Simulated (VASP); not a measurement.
# GeBiO4 (Cmmm) in VASP: relaxation of cell and atoms with PBE

Aim: the relaxation of cell and atoms of GeBiO4 with PBE.

Program: VASP 6.6.1. These are calculated values, not measurements. Logs are shortened: lines on timing, memory, paths and dates and some standing lists are left out, and cuts for length are marked.

### Step 1. The cell of the first run

Symmetry: Cmmm, No. 65, orthorhombic system. The conventional cell has a = 5.061 Å, b = 8.498 Å, c = 4.037 Å, α = 90.00°, β = 90.00°, γ = 90.00°. Within 3.3 Å of Ge (site symmetry mmm) lie 8 O at 2.47 Å and 4 Bi at 3.24 Å. Within 3.7 Å of Bi (site symmetry mmm) lie 14 O at 2.82 to 3.19 Å and 4 Ge at 3.24 Å. O (site symmetry m2m) has 2 Ge at 2.47 Å and 7 O at 2.48 to 2.89 Å and 3 Bi at 2.82 to 2.91 Å within 3.3 Å. O (site symmetry 2/m) has 2 Ge at 2.47 Å and 6 O at 2.48 to 2.53 Å and 4 Bi at 3.19 Å within 3.3 Å.

The cell was generated, and may not be a known phase.

### Step 2. Relaxation of cell and atoms, PBE

INCAR reads:

```
PREC = Accurate
ENCUT = 910
EDIFF = 1E-7
ISMEAR = 0
SIGMA = 0.1
LREAL = False
LASPH = True
NELM = 120
ALGO = Normal
ISIF = 3
LWAVE = False
LCHARG = False
GGA = PE
IBRION = 2
NSW = 90
EDIFFG = -0.04
GGA_COMPAT = False
NELMIN = 4
```

KPOINTS reads:

```
regular mesh
0
Gamma
  4 4 4
```

POSCAR reads:

```
GeBiO4
1.0
    2.5307328500     -4.2490094900      0.0000000000
    2.5307328500      4.2490094900      0.0000000000
    0.0000000000      0.0000000000      4.0370788600
Ge Bi O
1 1 4
Direct
    0.0000000000      0.0000000000      0.5000000000
    0.5000000000      0.5000000000      0.0000000000
    0.1683163000      0.8316837000      0.0000000000
    0.8316837000      0.1683163000      0.0000000000
    0.0000000000      0.5000000000      0.5000000000
    0.5000000000      0.0000000000      0.5000000000
```

Potentials or basis: VASP PAW PBE potentials, release 64 (Ge_d, Bi_d, O_h).

The run is started by

```sh
$ cat potpaw_PBE.64/Ge_d/POTCAR potpaw_PBE.64/Bi_d/POTCAR potpaw_PBE.64/O_h/POTCAR > POTCAR
$ mpirun -np 1 vasp_std > vasp.out
```

OUTCAR:

```text
PREC = Accurate
   ENCUT = 910
   EDIFF = 1E-7
   ISMEAR = 0
   LREAL = False
   LASPH = True
   NELM = 120
   ISIF = 3
   GGA = PE
   IBRION = 2
   NSW = 90
   EDIFFG = -0.04
   NELMIN = 4

 ion  position               nearest neighbor table
   1  0.000  0.000  0.500-   2 3.24   2 3.24   2 3.24   2 3.24
   2  0.500  0.500  0.000-   1 3.24   1 3.24   1 3.24   1 3.24
   3  0.168  0.832  0.000-
   4  0.832  0.168  0.000-
   5  0.000  0.500  0.500-
   6  0.500  0.000  0.500-

  LATTYP: Found a base centered orthorhombic cell.
 ALAT       =     5.0614657000
 B/A-ratio  =     1.6789640558
 C/A-ratio  =     0.7976106328

  Lattice vectors:

 A1 = (   2.5307328500,  -4.2490094900,   0.0000000000)
 A2 = (   2.5307328500,   4.2490094900,   0.0000000000)
 A3 = (   0.0000000000,   0.0000000000,   4.0370788600)

Analysis of symmetry for initial positions (statically):
=====================================================================
 Subroutine PRICEL returns:
 Original cell was already a primitive cell.

 Routine SETGRP: Setting up the symmetry group for a
 base centered orthorhombic supercell.

 Subroutine GETGRP returns: Found  8 space group operations
 (whereof  8 operations were pure point group operations)
 out of a pool of  8 trial point group operations.

The static configuration has the point symmetry D_2h.

Analysis of symmetry for dynamics (positions and initial velocities):
=====================================================================
 Subroutine PRICEL returns:
 Original cell was already a primitive cell.

 Routine SETGRP: Setting up the symmetry group for a
 base centered orthorhombic supercell.

 Subroutine GETGRP returns: Found  8 space group operations
 (whereof  8 operations were pure point group operations)
 out of a pool of  8 trial point group operations.

The dynamic configuration has the point symmetry D_2h.

 Subroutine INISYM returns: Found  8 space group operations
 (whereof  8 operations are pure point group operations),
 and found     1 'primitive' translations

----------------------------------------------------------------------------------------

                                     Primitive cell

  volume of cell :      86.8223

  direct lattice vectors                    reciprocal lattice vectors
     2.530732850 -4.249009490  0.000000000     0.197571229 -0.117674484  0.000000000
     2.530732850  4.249009490  0.000000000     0.197571229  0.117674484  0.000000000
     0.000000000  0.000000000  4.037078860     0.000000000  0.000000000  0.247703856

  length of vectors
     4.945572809  4.945572809  4.037078860     0.229960159  0.229960159  0.247703856

  position of ions in fractional coordinates (direct lattice)
     0.000000000  0.000000000  0.500000000
     0.500000000  0.500000000  0.000000000
     0.168316300  0.831683700  0.000000000
     0.831683700  0.168316300  0.000000000
     0.000000000  0.500000000  0.500000000
     0.500000000  0.000000000  0.500000000

  ion indices of the primitive-cell ions
   primitive index   ion index
                 1           1
                 2           2
                 3           3
                 4           4
                 5           5
                 6           6

----------------------------------------------------------------------------------------

 KPOINTS: regular mesh

Automatic generation of k-mesh.
 Grid dimensions read from file:
 generate k-points for:    4    4    4

 Generating k-lattice:

  Cartesian coordinates                     Fractional coordinates (reciprocal lattice)
     0.049392807 -0.029418621  0.000000000     0.250000000  0.000000000  0.000000000
     0.049392807  0.029418621  0.000000000     0.000000000  0.250000000  0.000000000
     0.000000000  0.000000000  0.061925964     0.000000000  0.000000000  0.250000000

  Length of vectors
     0.057490040  0.057490040  0.061925964

  Shift w.r.t. Gamma in fractional coordinates (k-lattice)
     0.000000000  0.000000000  0.000000000

 Subroutine IBZKPT returns following result:
 ===========================================

 Found     21 irreducible k-points:

 Following reciprocal coordinates:
            Coordinates               Weight
  0.000000  0.000000  0.000000      1.000000
  0.250000  0.000000  0.000000      4.000000
  0.500000  0.000000  0.000000      2.000000
  0.250000  0.250000  0.000000      2.000000
  0.500000  0.250000  0.000000      4.000000
 -0.250000  0.250000  0.000000      2.000000
[... 13 lines left out ...]
 -0.250000  0.250000  0.500000      2.000000
  0.500000  0.500000  0.500000      1.000000
   k-points           NKPTS =     21   k-points in BZ     NKDIM =     21   number of bands    NBANDS=     31
   number of dos      NEDOS =    301   number of ions     NIONS =      6
   total plane-waves  NPLWV = 100000
   dimension x,y,z NGX =    50 NGY =   50 NGZ =   40
   dimension x,y,z NGXF=   100 NGYF=  100 NGZF=   80
   ions per type =               1   1   4
   NGX,Y,Z   is equivalent  to a cutoff of  16.81, 16.81, 16.47 a.u.
   NGXF,Y,Z  is equivalent  to a cutoff of  33.62, 33.62, 32.94 a.u.
 SYSTEM =  unknown system
   PREC   = accura    normal or accurate (medium, high low for compatibility)
   ISTART =      0    job   : 0-new  1-cont  2-samecut
   ICHARG =      2    charge: 1-file 2-atom 10-const
   ISPIN  =      1    spin polarized calculation?
   LNONCOLLINEAR =      F non collinear calculations
   LSORBIT =      F    spin-orbit coupling
   LASPH  =      T    aspherical Exc in radial PAW
   ENCUT  =  910.0 eV  66.88 Ry    8.18 a.u.  12.16 12.16  9.93*2*pi/ulx,y,z
   NELM   =    120;   NELMIN=  4; NELMDL= -5     # of ELM steps
   EDIFF  = 0.1E-06   stopping-criterion for ELM
   LREAL  =      F    real-space projection
   EDIFFG = -.4E-01   stopping-criterion for IOM
   NSW    =     90    number of steps for IOM
   IBRION =      2    ionic relax: 0-MD 1-quasi-New 2-CG
   NFREE  =      1    steps in history (QN), initial steepest desc. (CG)
   ISIF   =      3    stress and relaxation
   ISYM   =      2    0-nonsym 1-usesym 2-fastsym
   POTIM  = 0.5000    time-step for ionic-motion
   TEBEG  =    0.0;   TEEND  =   0.0 temperature during run
   PSTRESS=    0.0 pullay stress
   NELECT =      53.0000    total number of electrons
   NUPDOWN=      -1.0000    fix difference up-down
   EMIN   =  10.00;   EMAX   =-10.00  energy-range for DOS
   EFERMI =   0.00;   METHOD = LEGACY
   ISMEAR =     0;   SIGMA  =   0.10  broadening in eV -4-tet -1-fermi 0-gaus
   EFERMI_NEDOS =   21; number of points for ismear=-14 and -15
   IALGO  =     38    algorithm
   IMIX   =      4    mixing-type and parameters
     AMIX     =   0.40;   BMIX     =  1.00
     AMIX_MAG =   1.60;   BMIX_MAG =  1.00
  volume/ion in A,a.u.               =      14.47        97.65
  Fermi-wavevector in a.u.,A,eV,Ry     =   1.388747  2.624351 26.240433  1.928617
  Thomas-Fermi vector in A             =   2.512843
   LORBIT       =      0    0 simple, 1 ext, 2 COOP (PROOUT), +10 PAW based schemes
   GGA     = PE    functional components
   LHFCALC =     F    Hartree Fock is set to
   AEXX    =    0.0000 exact exchange contribution
   IVDW    =     0    specifies the selected vdW correction
   LEPSILON=     F    determine dielectric tensor
   LRPA    =     F    only Hartree local field effects (RPA)
 conjugate gradient relaxation of ions
 non-spin polarized calculation
 Gauss-broadening in eV      SIGMA  =   0.10
  energy-cutoff  :      910.00
  volume of cell :       86.82
 maximum number of plane-waves:      5456
 NGX is ok and might be reduce to    50
   NGX = 25   NGY = 25   NGZ = 19

--------------------------------------- Ionic step        1  -------------------------------------------

 number of electron      52.9999998 magnetization

 Free energy of the ion-electron system (eV)
  ---------------------------------------------------
  ext. energy  EPLUGINS =         0.00000000
  ---------------------------------------------------
  free energy    TOTEN  =       -24.80512543 eV

  energy without entropy =      -24.76265767  energy(sigma->0) =      -24.78389155

------------------------ aborting loop because EDIFF is reached ----------------------------------------

  FORCE on cell =-STRESS in cart. coord.  units (eV):
  Direction    XX          YY          ZZ          XY          YZ          ZX
  --------------------------------------------------------------------------------------
  -------------------------------------------------------------------------------------
  Total       -3.3888980    -18.8900745     -3.1091936      0.0000000      0.0000000      0.0000000
  in kB      -62.5371163   -348.5884716    -57.3755839      0.0000000      0.0000000      0.0000000
  external PRESSURE =    -156.1670573 kB  Pullay stress =       0.0000000 kB
[... 101 lines left out ...]
  FREE ENERGIE OF THE ION-ELECTRON SYSTEM (eV)
  ---------------------------------------------------
  free  energy   TOTEN  =       -28.1916163983 eV

  energy  without entropy=      -28.1760154041  energy(sigma->0) =      -28.18381590

 E-fermi :  11.3912     XC(G=0): -13.2514

 val. band max:       11.3441716954   @ k =   0.2500   0.0000   0.5000
 cond. band min:      11.5629277837   @ k =   0.5000   0.2500   0.2500
 fundamental gap:      0.2187560883
 Fermi energy:        11.3911751730

 k-point     1 :       0.0000    0.0000    0.0000
  band No.  band energies     occupation
      1     -14.5570      2.00000
      2     -14.5520      2.00000
      3     -14.4107      2.00000
      4     -14.2819      2.00000
      5     -14.2741      2.00000
      6     -12.7594      2.00000
[... 703 lines left out ...]
     30      17.5791      0.00000
     31      17.6066      0.00000

[... ionic steps 4 to 11 ...]

--------------------------------------- Ionic step       12  -------------------------------------------

 number of electron      53.0000008 magnetization

------------------------ aborting loop because EDIFF is reached ----------------------------------------

  FORCE on cell =-STRESS in cart. coord.  units (eV):
  Direction    XX          YY          ZZ          XY          YZ          ZX
  --------------------------------------------------------------------------------------
  -------------------------------------------------------------------------------------
  Total       -1.0128161      0.3541982      0.5333979     -0.0000000      0.0000000      0.0000000
  in kB      -22.6258399      7.9126221     11.9158613     -0.0000000      0.0000000      0.0000000
  external PRESSURE =      -0.9324522 kB  Pullay stress =       0.0000000 kB
[... 65 lines left out ...]
  energy  without entropy=      -30.3072517121  energy(sigma->0) =      -30.31079427

--------------------------------------- Ionic step       14  -------------------------------------------

 number of electron      53.0000014 magnetization

 Free energy of the ion-electron system (eV)
  ---------------------------------------------------
  ext. energy  EPLUGINS =         0.00000000
  ---------------------------------------------------
  free energy    TOTEN  =       -30.31527485 eV

  energy without entropy =      -30.30841423  energy(sigma->0) =      -30.31184454

 E-fermi :   7.4894     XC(G=0): -11.5414

 val. band max:        7.4112670337   @ k =   0.2500   0.0000   0.2500
 cond. band min:       7.5341419806   @ k =   0.2500   0.0000   0.5000
 fundamental gap:      0.1228749469
 Fermi energy:         7.4893507728

 k-point     1 :       0.0000    0.0000    0.0000
  band No.  band energies     occupation
      1     -17.9761      2.00000
      2     -17.8910      2.00000
      3     -17.8819      2.00000
      4     -17.8263      2.00000
      5     -17.7232      2.00000
      6     -16.8987      2.00000
[... 736 lines left out ...]
  FREE ENERGIE OF THE ION-ELECTRON SYSTEM (eV)
  ---------------------------------------------------
  free  energy   TOTEN  =       -30.3152748459 eV

  energy  without entropy=      -30.3084142321  energy(sigma->0) =      -30.31184454

 reached required accuracy - stopping structural energy minimisation
```

Wall time 24 min (1 thread of Intel Xeon Platinum 8259CL at 2.50GHz (Skylake/Cascade Lake), shared host); peak memory 0.41 GiB.

Results:

* Free energy: -30.3153 eV
* Relaxed volume: 11.97 Å³/atom
* Relaxed cell: a = 3.989 Å, b = 3.989 Å, c = 4.535 Å, α = 90.00°, β = 90.00°, γ = 95.53°
* Space group after relaxing (to 0.1 Å): Cmmm (No. 65)
* Energy gained by relaxing: 918.4 meV/atom
* Ionic steps: 14
* Pressure after relaxing: -0.2 GPa
* Largest force after relaxing: 0.007 eV/Å
* Band gap on the k mesh: zero (an odd number of electrons rules out a gap without spin polarisation)

Forces in eV/Å, atoms in the order of the input:
```
Ge   0.000  0.000  0.000
Bi   0.000  0.000  0.000
O    0.000 -0.007  0.000
O    0.000  0.007  0.000
O    0.000  0.000  0.000
O    0.000  0.000  0.000
```

Step by step:
```tsv
step	energy change (eV)	largest force (eV/Å)	pressure (GPa)	volume (Å³)
1	0.0000	1.0441	-15.62	86.82
2	-2.8613	0.8774	-1.40	69.84
3	-3.3865	0.8440	10.16	64.43
4	-2.7231	1.5300	57.37	54.11
5	-3.4716	1.1372	15.93	62.47
6	-4.7689	0.4544	23.22	61.47
7	-4.7616	0.2477	25.04	61.35
8	-5.4355	0.2250	-0.56	71.03
9	-5.4361	0.2364	-1.36	71.44
10	-5.4718	0.0416	-0.63	71.69
11	-5.4764	0.2228	-0.25	71.79
12	-5.4954	0.0887	-0.09	71.72
13	-5.5092	0.1409	0.39	71.55
14	-5.5101	0.0069	-0.23	71.83
```

Final structure:
```cif
data_structure
_symmetry_space_group_name_H-M 'P 1'
_symmetry_Int_Tables_number 1
_cell_length_a 3.9893
_cell_length_b 3.9893
_cell_length_c 4.5349
_cell_angle_alpha 90.000
_cell_angle_beta 90.000
_cell_angle_gamma 95.535
_cell_volume 71.83
loop_
_atom_site_label
_atom_site_type_symbol
_atom_site_fract_x
_atom_site_fract_y
_atom_site_fract_z
_atom_site_occupancy
Ge1 Ge 0.00000 0.00000 0.50000 1
Bi1 Bi 0.50000 0.50000 0.00000 1
O1 O 0.14396 0.85604 0.00000 1
O2 O 0.85604 0.14396 0.00000 1
O3 O 0.00000 0.50000 0.50000 1
O4 O 0.50000 0.00000 0.50000 1
```

Levels at points of the mesh, in eV from the Fermi level:
```csv
k point,band 25,band 26,band 27,band 28,band 29,band 30
"(0.00, 0.00, 0.00)",-2.19,-1.92,-1.60,-1.24,2.37,2.64
"(0.50, 0.00, 0.00)",-1.83,-1.18,1.45,1.83,1.92,1.99
"(0.50, 0.50, 0.00)",-1.29,-0.77,-0.55,0.14,3.18,3.70
"(0.00, 0.00, 0.50)",-1.53,-1.42,-1.40,-1.02,0.53,1.63
"(0.50, 0.00, 0.50)",-1.78,-1.71,1.58,1.94,2.00,2.27
"(0.50, 0.50, 0.50)",-1.39,-1.02,-0.83,2.47,2.74,4.12
```

Caveat: the k points lie up to 0.40 Å⁻¹ apart in the final cell, too coarse for converged energies and pressures of a metal; the volume moved by over 15 % at a fixed basis, so the end points are rough; spin-orbit coupling is left out, which moves the levels of the heavy elements; an odd number of electrons without spin polarisation forces a metal; a magnetic or distorted state may lie lower.

The gap in the log of VASP goes by the Fermi energy; the results here count the filled bands.